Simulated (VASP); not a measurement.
# SnO2 (Pnnm) in VASP: single point with r2SCAN

Aim: the single point of SnO2 with r2SCAN.

Program: VASP 6.6.1. These are calculated values, not measurements. Logs are shortened: lines on timing, memory, paths and dates and some standing lists are left out, and cuts for length are marked.

## Step 1: The cell of the first run

Symmetry: Pnnm, No. 58, orthorhombic system. Conventional cell: a = 4.788 Å, b = 4.867 Å, c = 3.241 Å, α = 90.00°, β = 90.00°, γ = 90.00°. Within 2.8 Å of Sn (site symmetry 2/m) lie 6 O at 2.09 to 2.10 Å. O (site symmetry m) has 3 Sn at 2.09 to 2.10 Å and 1 O at 2.65 Å within 2.8 Å.

## Step 2: Single point, r2SCAN

POSCAR reads:

```
SnO2
1.0
    4.7880040000      0.0000000000      0.0000000000
    0.0000000000      4.8665820000      0.0000000000
    0.0000000000      0.0000000000      3.2408980000
Sn O
2 4
Direct
    0.5000000000      0.5000000000      0.5000000000
    0.0000000000      0.0000000000      0.0000000000
    0.2918550000      0.3210420000      0.0000000000
    0.7918550000      0.1789580000      0.5000000000
    0.2081450000      0.8210420000      0.5000000000
    0.7081450000      0.6789580000      0.0000000000
```

INCAR.step1 reads:

```
SYSTEM = SnO2
ALGO = Normal
EDIFF = 1E-5
ENCUT = 660
GGA = PE
GGA_COMPAT = .FALSE.
ISMEAR = 1
LASPH = .TRUE.
LCHARG = .FALSE.
LREAL = .FALSE.
LWAVE = .TRUE.
NBANDS = 35
NELM = 120
PREC = Accurate
SIGMA = 0.1
```

INCAR.step2 reads:

```
SYSTEM = SnO2
ALGO = Normal
EDIFF = 1E-6
ENCUT = 660
GGA_COMPAT = .FALSE.
ISIF = 2
ISMEAR = 1
ISTART = 1
LASPH = .TRUE.
LCHARG = .FALSE.
LMIXTAU = .TRUE.
LREAL = .FALSE.
LWAVE = .FALSE.
METAGGA = R2SCAN
NBANDS = 35
NELM = 120
PREC = Accurate
SIGMA = 0.1
```

KPOINTS reads:

```
k-points
0
G
  6 4 6
  0 0 0
```

Potentials or basis: VASP PAW PBE potentials, release 64 (Sn_d, O).

On the command line:

```bash
> cat potpaw_PBE.64/Sn_d/POTCAR potpaw_PBE.64/O/POTCAR > POTCAR
> cp INCAR.step1 INCAR
> mpirun -np 1 vasp_std > vasp.out
> cp INCAR.step2 INCAR
> mpirun -np 1 vasp_std > vasp.out
```

OUTCAR:

```text
SYSTEM = SnO2
   EDIFF = 1E-6
   ENCUT = 660
   ISIF = 2
   ISMEAR = 1
   ISTART = 1
   LASPH = .TRUE.
   LREAL = .FALSE.
   METAGGA = R2SCAN
   NELM = 120
   PREC = Accurate

 ion  position               nearest neighbor table
   1  0.500  0.500  0.500-   3 2.09   6 2.09   3 2.09   6 2.09   5 2.10   4 2.10
   2  0.000  0.000  0.000-   4 2.09   5 2.09   4 2.09   5 2.09   3 2.10   6 2.10
   3  0.292  0.321  0.000-   1 2.09   1 2.09   2 2.10
   4  0.792  0.179  0.500-   2 2.09   2 2.09   1 2.10
   5  0.208  0.821  0.500-   2 2.09   2 2.09   1 2.10
   6  0.708  0.679  0.000-   1 2.09   1 2.09   2 2.10

  LATTYP: Found a simple orthorhombic cell.
 ALAT       =     3.2408980000
 B/A-ratio  =     1.4773695439
 C/A-ratio  =     1.5016152930

  Lattice vectors:

 A1 = (   0.0000000000,   0.0000000000,   3.2408980000)
 A2 = (   4.7880040000,   0.0000000000,   0.0000000000)
 A3 = (   0.0000000000,   4.8665820000,   0.0000000000)

Analysis of symmetry for initial positions (statically):
=====================================================================
 Subroutine PRICEL returns:
 Original cell was already a primitive cell.

 Routine SETGRP: Setting up the symmetry group for a
 simple orthorhombic supercell.

 Subroutine GETGRP returns: Found  8 space group operations
 (whereof  4 operations were pure point group operations)
 out of a pool of  8 trial point group operations.

The static configuration has the point symmetry C_2h.
 The point group associated with its full space group is D_2h.

Analysis of symmetry for dynamics (positions and initial velocities):
=====================================================================
 Subroutine PRICEL returns:
 Original cell was already a primitive cell.

 Routine SETGRP: Setting up the symmetry group for a
 simple orthorhombic supercell.

 Subroutine GETGRP returns: Found  8 space group operations
 (whereof  4 operations were pure point group operations)
 out of a pool of  8 trial point group operations.

The dynamic configuration has the point symmetry C_2h.
 The point group associated with its full space group is D_2h.

 Subroutine INISYM returns: Found  8 space group operations
 (whereof  4 operations are pure point group operations),
 and found     1 'primitive' translations

----------------------------------------------------------------------------------------

                                     Primitive cell

  volume of cell :      75.5169

  direct lattice vectors                    reciprocal lattice vectors
     4.788004000  0.000000000  0.000000000     0.208855298  0.000000000  0.000000000
     0.000000000  4.866582000  0.000000000     0.000000000  0.205483027  0.000000000
     0.000000000  0.000000000  3.240898000     0.000000000  0.000000000  0.308556456

  length of vectors
     4.788004000  4.866582000  3.240898000     0.208855298  0.205483027  0.308556456

  position of ions in fractional coordinates (direct lattice)
     0.500000000  0.500000000  0.500000000
     0.000000000  0.000000000  0.000000000
     0.291855000  0.321042000  0.000000000
     0.791855000  0.178958000  0.500000000
     0.208145000  0.821042000  0.500000000
     0.708145000  0.678958000  0.000000000

  ion indices of the primitive-cell ions
   primitive index   ion index
                 1           1
                 2           2
                 3           3
                 4           4
                 5           5
                 6           6

----------------------------------------------------------------------------------------

 KPOINTS: k-points

Automatic generation of k-mesh.
 Grid dimensions read from file:
 generate k-points for:    6    4    6

 Generating k-lattice:

  Cartesian coordinates                     Fractional coordinates (reciprocal lattice)
     0.034809216  0.000000000  0.000000000     0.166666667  0.000000000  0.000000000
     0.000000000  0.051370757  0.000000000     0.000000000  0.250000000  0.000000000
     0.000000000  0.000000000  0.051426076     0.000000000  0.000000000  0.166666667

  Length of vectors
     0.034809216  0.051370757  0.051426076

  Shift w.r.t. Gamma in fractional coordinates (k-lattice)
     0.000000000  0.000000000  0.000000000

 Subroutine IBZKPT returns following result:
 ===========================================

 Found     48 irreducible k-points:

 Following reciprocal coordinates:
            Coordinates               Weight
  0.000000  0.000000  0.000000      1.000000
  0.166667  0.000000  0.000000      2.000000
  0.333333  0.000000  0.000000      2.000000
  0.500000  0.000000  0.000000      1.000000
  0.000000  0.250000  0.000000      2.000000
  0.166667  0.250000  0.000000      4.000000
[... 16 lines left out ...]
  0.333333  0.500000  0.166667      4.000000
  0.500000  0.500000  0.166667      2.000000
 [... further k-points ...]
   k-points           NKPTS =     48   k-points in BZ     NKDIM =     48   number of bands    NBANDS=     35
   number of dos      NEDOS =    301   number of ions     NIONS =      6
   total plane-waves  NPLWV =  47040
   dimension x,y,z NGX =    40 NGY =   42 NGZ =   28
   dimension x,y,z NGXF=    80 NGYF=   84 NGZF=   56
   ions per type =               2   4
   NGX,Y,Z   is equivalent  to a cutoff of  13.89, 14.35, 14.36 a.u.
   NGXF,Y,Z  is equivalent  to a cutoff of  27.78, 28.70, 28.73 a.u.
 SYSTEM =  SnO2
   PREC   = accura    normal or accurate (medium, high low for compatibility)
   ISTART =      1    job   : 0-new  1-cont  2-samecut
   ICHARG =      0    charge: 1-file 2-atom 10-const
   ISPIN  =      1    spin polarized calculation?
   LNONCOLLINEAR =      F non collinear calculations
   LSORBIT =      F    spin-orbit coupling
   LASPH  =      T    aspherical Exc in radial PAW
   ENCUT  =  660.0 eV  48.51 Ry    6.96 a.u.  10.03 10.19  6.79*2*pi/ulx,y,z
   NELM   =    120;   NELMIN=  2; NELMDL=  0     # of ELM steps
   EDIFF  = 0.1E-05   stopping-criterion for ELM
   LREAL  =      F    real-space projection
   EDIFFG = 0.1E-04   stopping-criterion for IOM
   NSW    =      0    number of steps for IOM
   IBRION =     -1    ionic relax: 0-MD 1-quasi-New 2-CG
   NFREE  =      0    steps in history (QN), initial steepest desc. (CG)
   ISIF   =      2    stress and relaxation
   ISYM   =      2    0-nonsym 1-usesym 2-fastsym
   POTIM  = 0.5000    time-step for ionic-motion
   TEBEG  =    0.0;   TEEND  =   0.0 temperature during run
   PSTRESS=    0.0 pullay stress
   NELECT =      52.0000    total number of electrons
   NUPDOWN=      -1.0000    fix difference up-down
   EMIN   =  10.00;   EMAX   =-10.00  energy-range for DOS
   EFERMI =   0.00;   METHOD = LEGACY
   ISMEAR =     1;   SIGMA  =   0.10  broadening in eV -4-tet -1-fermi 0-gaus
   EFERMI_NEDOS =   21; number of points for ismear=-14 and -15
   IALGO  =     38    algorithm
   IMIX   =      4    mixing-type and parameters
     AMIX     =   0.40;   BMIX     =  1.00
     AMIX_MAG =   1.60;   BMIX_MAG =  1.00
  volume/ion in A,a.u.               =      12.59        84.94
  Fermi-wavevector in a.u.,A,eV,Ry     =   1.445644  2.731871 28.434627  2.089886
  Thomas-Fermi vector in A             =   2.563802
   LORBIT       =      0    0 simple, 1 ext, 2 COOP (PROOUT), +10 PAW based schemes
   METAGGA = R2SCAN    functional components
   LHFCALC =     F    Hartree Fock is set to
   AEXX    =    0.0000 exact exchange contribution
   IVDW    =     0    specifies the selected vdW correction
   LEPSILON=     F    determine dielectric tensor
   LRPA    =     F    only Hartree local field effects (RPA)
 non-spin polarized calculation
 Methfessel and Paxton  Order N= 1 SIGMA  =   0.10
  energy-cutoff  :      660.00
  volume of cell :       75.52
 maximum number of plane-waves:      2940
   NGX = 21   NGY = 21   NGZ = 13

 number of electron      51.9999997 magnetization

 Free energy of the ion-electron system (eV)
  ---------------------------------------------------
  ext. energy  EPLUGINS =         0.00000000
  ---------------------------------------------------
  free energy    TOTEN  =       -84.57848956 eV

  energy without entropy =      -84.57865204  energy(sigma->0) =      -84.57854372

 E-fermi :   5.0799     XC(G=0): -11.7419

 val. band max:        5.0188618723   @ k =   0.0000   0.0000   0.0000
 cond. band min:       6.4380212603   @ k =   0.0000   0.0000   0.0000
 fundamental gap:      1.4191593880
 Fermi energy:         5.0799408375

 k-point     1 :       0.0000    0.0000    0.0000
  band No.  band energies     occupation
      1     -16.5673      2.00000
      2     -15.7679      2.00000
      3     -15.5390      2.00000
      4     -15.5357      2.00000
      5     -15.5208      2.00000
      6     -15.4594      2.00000
[... 27 lines left out ...]
     34      17.8147      0.00000
     35      18.0419      0.00000

 k-point     2 :       0.1667    0.0000    0.0000
  band No.  band energies     occupation
      1     -16.5249      2.00000
      2     -15.8226      2.00000
      3     -15.5376      2.00000
      4     -15.5346      2.00000
      5     -15.5213      2.00000
      6     -15.4897      2.00000
[... 27 lines left out ...]
     34      17.8445      0.00000
     35      18.0846      0.00000

 k-point     3 :       0.3333    0.0000    0.0000
  band No.  band energies     occupation
      1     -16.4014      2.00000
      2     -15.9930      2.00000
      3     -15.5344      2.00000
      4     -15.5326      2.00000
      5     -15.5228      2.00000
      6     -15.5193      2.00000
[... 27 lines left out ...]
     34      18.1057      0.00000
     35      18.3147      0.00000
[... 723 lines left out ...]
 k-point    23 :       0.3333    0.5000    0.1667
  band No.  band energies     occupation
      1     -16.1844      2.00000
      2     -16.1844      2.00000
      3     -15.7738      2.00000
      4     -15.7738      2.00000
      5     -15.4645      2.00000
      6     -15.4645      2.00000
[... 27 lines left out ...]
     34      17.3828      0.00000
     35      18.2323      0.00000

 k-point    24 :       0.5000    0.5000    0.1667
  band No.  band energies     occupation
      1     -16.1848      2.00000
      2     -16.1848      2.00000
      3     -15.7928      2.00000
      4     -15.7928      2.00000
      5     -15.4660      2.00000
      6     -15.4660      2.00000
[... 27 lines left out ...]
     34      16.8918      0.00000
     35      18.3736      0.00000

 [... further k-points ...]

------------------------ aborting loop because EDIFF is reached ----------------------------------------

  FORCE on cell =-STRESS in cart. coord.  units (eV):
  Direction    XX          YY          ZZ          XY          YZ          ZX
  --------------------------------------------------------------------------------------
  -------------------------------------------------------------------------------------
  Total       -3.2326395     -3.3884149     -3.9783711      0.0000000      0.0000000      0.0000000
  in kB      -68.5841784    -71.8891344    -84.4057368      0.0000000      0.0000000      0.0000000
  external PRESSURE =     -74.9596832 kB  Pullay stress =       0.0000000 kB

 VOLUME and BASIS-vectors are now :
 -----------------------------------------------------------------------------
  energy-cutoff  :      660.00
  volume of cell :       75.52
      direct lattice vectors                 reciprocal lattice vectors
     4.788004000  0.000000000  0.000000000     0.208855298  0.000000000  0.000000000
     0.000000000  4.866582000  0.000000000     0.000000000  0.205483027  0.000000000
     0.000000000  0.000000000  3.240898000     0.000000000  0.000000000  0.308556456

 POSITION                                       TOTAL-FORCE (eV/Angst)
 -----------------------------------------------------------------------------------
      2.39400      2.43329      1.62045        -0.000000      0.000000      0.000000
      0.00000      0.00000      0.00000        -0.000000      0.000000      0.000000
      1.39740      1.56238      0.00000         0.101820     -0.060102      0.000000
      3.79140      0.87091      1.62045         0.101820      0.060102      0.000000
      0.99660      3.99567      1.62045        -0.101820     -0.060102      0.000000
      3.39060      3.30420      0.00000        -0.101820      0.060102     -0.000000
 -----------------------------------------------------------------------------------
    total drift:                               -0.000000      0.000000     -0.000000

  FREE ENERGIE OF THE ION-ELECTRON SYSTEM (eV)
  ---------------------------------------------------
  free  energy   TOTEN  =       -84.5784895639 eV

  energy  without entropy=      -84.5786520379  energy(sigma->0) =      -84.57854372
```

Wall time 7.8 min (1 thread of Intel Xeon Platinum 8488C (Sapphire Rapids), shared host); peak memory 0.31 GiB.

What came out:

```yaml
Free_energy: -84.5785 eV
Pressure: -7.5 GPa
Largest_force: 0.118 eV/Å
Band_gap_on_the_k_mesh: 1.42 eV
```

Forces in eV/Å, atoms in the order of the input:
```
Sn   0.000  0.000  0.000
Sn   0.000  0.000  0.000
O    0.102 -0.060  0.000
O    0.102  0.060  0.000
O   -0.102 -0.060  0.000
O   -0.102  0.060  0.000
```

Caveat: the cell stands under tension; the PAW data sets were made with another functional, which shifts forces and pressure a little; spin-orbit coupling is left out, which moves the levels of the heavy elements.
